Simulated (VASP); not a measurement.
# WC (P3m1) in VASP: notebook

The runs below take WC through single point, with PBE.

All numbers are computed with VASP 6.6.1; they aren't measurements. Logs are shortened: lines on timing, memory, paths and dates and some standing lists are left out, and cuts for length are marked.

## Step 1: The cell of the first run

Symmetry: P3m1, No. 156, trigonal system. The conventional cell has a = 2.901 Å, b = 2.901 Å, c = 2.829 Å, α = 90.00°, β = 90.00°, γ = 120.00°. Within 2.6 Å of W (site symmetry 3m) lie 6 C at 1.93 to 2.51 Å. C (site symmetry 3m) has 6 W at 1.93 to 2.51 Å within 2.6 Å.

## Step 2: Single point, PBE (atom 1 (W) moved by (+0.000, -0.450) A along [1 1 0] and z)

File INCAR:

```
SYSTEM = WC
PREC = Accurate
ENCUT = 520
EDIFF = 1E-7
ISMEAR = 0
SIGMA = 0.15
LREAL = .False.
LASPH = .True.
NELM = 60
ALGO = Normal
ISIF = 2
LWAVE = .False.
LCHARG = .False.
GGA = PE
NBANDS = 16
```

File KPOINTS:

```
regular mesh
0
Gamma
  18 18 16
  0 0 0
```

File POSCAR:

```
WC
1.0
    2.9005014360      0.0000000000      0.0000000000
   -1.4502507180      2.5119079273      0.0000000000
    0.0000000000      0.0000000000      2.8290000000
W C
1 1
Direct
    0.0000000000      0.0000000000     -0.1590668081
    0.6666666667      0.3333333333      0.5000000000
```

Potentials or basis: VASP PAW PBE potentials, release 64 (W_sv, C).

Started as:

```bash
$ cat potpaw_PBE.64/W_sv/POTCAR potpaw_PBE.64/C/POTCAR > POTCAR
$ mpirun -np 1 vasp_std > vasp.out
```

OUTCAR:

```text
SYSTEM = WC
   PREC = Accurate
   ENCUT = 520
   EDIFF = 1E-7
   ISMEAR = 0
   LREAL = .False.
   LASPH = .True.
   NELM = 60
   ISIF = 2
   GGA = PE

 ion  position               nearest neighbor table
   1  0.000  0.000  0.841-   2 1.93   2 1.93   2 1.93   2 2.51   2 2.51   2 2.51
   2  0.667  0.333  0.500-   1 1.93   1 1.93   1 1.93   1 2.51   1 2.51   1 2.51

  LATTYP: Found a hexagonal cell.
 ALAT       =     2.9005014360
 C/A-ratio  =     0.9753485949

  Lattice vectors:

 A1 = (   2.9005014360,   0.0000000000,   0.0000000000)
 A2 = (  -1.4502507180,   2.5119079273,   0.0000000000)
 A3 = (   0.0000000000,   0.0000000000,   2.8290000000)

Analysis of symmetry for initial positions (statically):
=====================================================================
 Subroutine PRICEL returns:
 Original cell was already a primitive cell.

 Routine SETGRP: Setting up the symmetry group for a
 hexagonal supercell.

 Subroutine GETGRP returns: Found  6 space group operations
 (whereof  6 operations were pure point group operations)
 out of a pool of 24 trial point group operations.

The static configuration has the point symmetry C_3v.

Analysis of symmetry for dynamics (positions and initial velocities):
=====================================================================
 Subroutine PRICEL returns:
 Original cell was already a primitive cell.

 Routine SETGRP: Setting up the symmetry group for a
 hexagonal supercell.

 Subroutine GETGRP returns: Found  6 space group operations
 (whereof  6 operations were pure point group operations)
 out of a pool of 24 trial point group operations.

The dynamic configuration has the point symmetry C_3v.

 Subroutine INISYM returns: Found  6 space group operations
 (whereof  6 operations are pure point group operations),
 and found     1 'primitive' translations

----------------------------------------------------------------------------------------

                                     Primitive cell

  volume of cell :      20.6115

  direct lattice vectors                    reciprocal lattice vectors
     2.900501436  0.000000000  0.000000000     0.344767973  0.199051882  0.000000000
    -1.450250718  2.511907927  0.000000000     0.000000000  0.398103764  0.000000000
     0.000000000  0.000000000  2.829000000     0.000000000  0.000000000  0.353481796

  length of vectors
     2.900501436  2.900501436  2.829000000     0.398103764  0.398103764  0.353481796

  position of ions in fractional coordinates (direct lattice)
     0.000000000  0.000000000  0.840933192
[... 75 lines left out ...]
   LASPH  =      T    aspherical Exc in radial PAW
   ENCUT  =  520.0 eV  38.22 Ry    6.18 a.u.   5.39  5.39  5.26*2*pi/ulx,y,z
   NELM   =     60;   NELMIN=  2; NELMDL= -5     # of ELM steps
   EDIFF  = 0.1E-06   stopping-criterion for ELM
   LREAL  =      F    real-space projection
   EDIFFG = 0.1E-05   stopping-criterion for IOM
   NSW    =      0    number of steps for IOM
   IBRION =     -1    ionic relax: 0-MD 1-quasi-New 2-CG
   NFREE  =      0    steps in history (QN), initial steepest desc. (CG)
   ISIF   =      2    stress and relaxation
   ISYM   =      2    0-nonsym 1-usesym 2-fastsym
   POTIM  = 0.5000    time-step for ionic-motion
   TEBEG  =    0.0;   TEEND  =   0.0 temperature during run
   PSTRESS=    0.0 pullay stress
   NELECT =      18.0000    total number of electrons
   NUPDOWN=      -1.0000    fix difference up-down
   EMIN   =  10.00;   EMAX   =-10.00  energy-range for DOS
   EFERMI =   0.00;   METHOD = LEGACY
   ISMEAR =     0;   SIGMA  =   0.15  broadening in eV -4-tet -1-fermi 0-gaus
   EFERMI_NEDOS =   21; number of points for ismear=-14 and -15
   IALGO  =     38    algorithm
   IMIX   =      4    mixing-type and parameters
     AMIX     =   0.40;   BMIX     =  1.00
     AMIX_MAG =   1.60;   BMIX_MAG =  1.00
  volume/ion in A,a.u.               =      10.31        69.55
  Fermi-wavevector in a.u.,A,eV,Ry     =   1.564813  2.957068 33.315762  2.448639
  Thomas-Fermi vector in A             =   2.667381
   LORBIT       =      0    0 simple, 1 ext, 2 COOP (PROOUT), +10 PAW based schemes
   GGA     = PE    functional components
   LHFCALC =     F    Hartree Fock is set to
   AEXX    =    0.0000 exact exchange contribution
   IVDW    =     0    specifies the selected vdW correction
   LEPSILON=     F    determine dielectric tensor
   LRPA    =     F    only Hartree local field effects (RPA)
 non-spin polarized calculation
 Gauss-broadening in eV      SIGMA  =   0.15
  energy-cutoff  :      520.00
  volume of cell :       20.61
 maximum number of plane-waves:       580
 NGX is ok and might be reduce to    24
   NGX = 11   NGY = 11   NGZ = 11

 number of electron      17.9999999 magnetization

 Free energy of the ion-electron system (eV)
  ---------------------------------------------------
  ext. energy  EPLUGINS =         0.00000000
  ---------------------------------------------------
  free energy    TOTEN  =       -20.75194868 eV

  energy without entropy =      -20.74685471  energy(sigma->0) =      -20.74940170

 E-fermi :  11.5828     XC(G=0): -13.7231

 val. band max:       11.5686353548   @ k =   0.0000   0.1667   0.0625
 cond. band min:      11.5855241165   @ k =   0.1667   0.0556   0.4375
 fundamental gap:      0.0168887617
 Fermi energy:        11.5828272482

 k-point     1 :       0.0000    0.0000    0.0000
  band No.  band energies     occupation
      1     -62.5496      2.00000
      2     -26.5825      2.00000
      3     -26.5779      2.00000
      4     -26.5779      2.00000
      5      -3.2849      2.00000
      6       5.2963      2.00000
[... 433 lines left out ...]
      3     -26.8557      2.00000
      4     -26.4671      2.00000
      5      -0.2250      2.00000
      6       4.3706      2.00000
[... 8 lines left out ...]
     15      26.5632      0.00000
     16      27.2626      0.00000

 [... further k-points ...]
[... 5 lines left out ...]
  --------------------------------------------------------------------------------------
  -------------------------------------------------------------------------------------
  Total        7.4709950      7.4709950      6.0004001      0.0000000      0.0000000      0.0000000
  in kB      580.7367095    580.7367095    466.4241619      0.0000000      0.0000000      0.0000000
  external PRESSURE =     542.6325269 kB  Pullay stress =       0.0000000 kB

 VOLUME and BASIS-vectors are now :
 -----------------------------------------------------------------------------
  energy-cutoff  :      520.00
  volume of cell :       20.61
      direct lattice vectors                 reciprocal lattice vectors
     2.900501436  0.000000000  0.000000000     0.344767973  0.199051882  0.000000000
    -1.450250718  2.511907927  0.000000000     0.000000000  0.398103764  0.000000000
     0.000000000  0.000000000  2.829000000     0.000000000  0.000000000  0.353481796

 POSITION                                       TOTAL-FORCE (eV/Angst)
 -----------------------------------------------------------------------------------
      0.00000      0.00000      2.37900         0.000000     -0.000000      7.720685
      1.45025      0.83730      1.41450        -0.000000      0.000000     -7.720685
 -----------------------------------------------------------------------------------
    total drift:                                0.000000      0.000000      0.000030

  FREE ENERGIE OF THE ION-ELECTRON SYSTEM (eV)
  ---------------------------------------------------
  free  energy   TOTEN  =       -20.7519486804 eV

  energy  without entropy=      -20.7468547117  energy(sigma->0) =      -20.74940170
```

OSZICAR:

```text
N       E                     dE             d eps       ncg     rms          rms(c)
DAV:   1     0.117926869710E+03    0.11793E+03   -0.96961E+03 16736   0.125E+03
DAV:   2    -0.205737529421E+02   -0.13850E+03   -0.13381E+03 19920   0.350E+02
DAV:   3    -0.239166689657E+02   -0.33429E+01   -0.33320E+01 18624   0.525E+01
DAV:   4    -0.239346258583E+02   -0.17957E-01   -0.17956E-01 21328   0.427E+00
DAV:   5    -0.239347775863E+02   -0.15173E-03   -0.15173E-03 18912   0.358E-01    0.390E+01
DAV:   6    -0.208374122522E+02    0.30974E+01   -0.58940E+00 19136   0.266E+01    0.116E+01
DAV:   7    -0.207790900218E+02    0.58322E-01   -0.45391E-01 17064   0.562E+00    0.771E+00
DAV:   8    -0.207532547646E+02    0.25835E-01   -0.44526E-02 19656   0.192E+00    0.570E-01
DAV:   9    -0.207519857531E+02    0.12690E-02   -0.38806E-03 19120   0.495E-01    0.145E-01
DAV:  10    -0.207519490784E+02    0.36675E-04   -0.35254E-04 18992   0.194E-01    0.388E-02
DAV:  11    -0.207519485037E+02    0.57466E-06   -0.18717E-05 20176   0.407E-02    0.134E-02
DAV:  12    -0.207519489265E+02   -0.42280E-06   -0.16300E-06 18672   0.129E-02    0.434E-03
DAV:  13    -0.207519487286E+02    0.19794E-06   -0.10524E-07 17496   0.341E-03    0.517E-04
DAV:  14    -0.207519486804E+02    0.48125E-07   -0.87521E-09  9040   0.131E-03
   1 F= -.20751949E+02 E0= -.20749402E+02  d E =-.509397E-02
```

stdout:

```text
POSCAR found type information on POSCAR W C
 POSCAR found :  2 types and       2 ions
 scaLAPACK will be used
 LDA part: xc-table for (Slater+PW92), standard interpolation
 POSCAR, INCAR and KPOINTS ok, starting setup
 FFT: planning ... GRIDC
 FFT: planning ... GRID_SOFT
 FFT: planning ... GRID
 WAVECAR not read
 entering main loop
```

Wall time 60 s (1 thread of Intel Xeon 6975P-C (Granite Rapids), shared host); peak memory 0.28 GiB.

Results:

* Free energy: -20.7519 eV
* Pressure: 54.3 GPa
* Largest force: 7.721 eV/Å
* Band gap on the k mesh: zero (bands 9 and 10 overlap by 2.74 eV)

Forces on the atoms (eV/Å):
```
W    0.000  0.000  7.721
C    0.000  0.000 -7.721
```

Stress tensor (GPa, compression positive):
```
58.07  0.00  0.00
 0.00 58.07  0.00
 0.00  0.00 46.64
```

Caveat: the cell differs from its parent crystal (atom 1 (W) moved by (+0.000, -0.450) A along [1 1 0] and z); the stress differs along the axes, from 47 to 58 GPa; spin-orbit coupling is left out, which moves the levels of the heavy elements; forces of over 1 eV/Å act on the atoms, so gaps and moduli don't describe the material at rest.

(Part 1 of 2 ends here.)
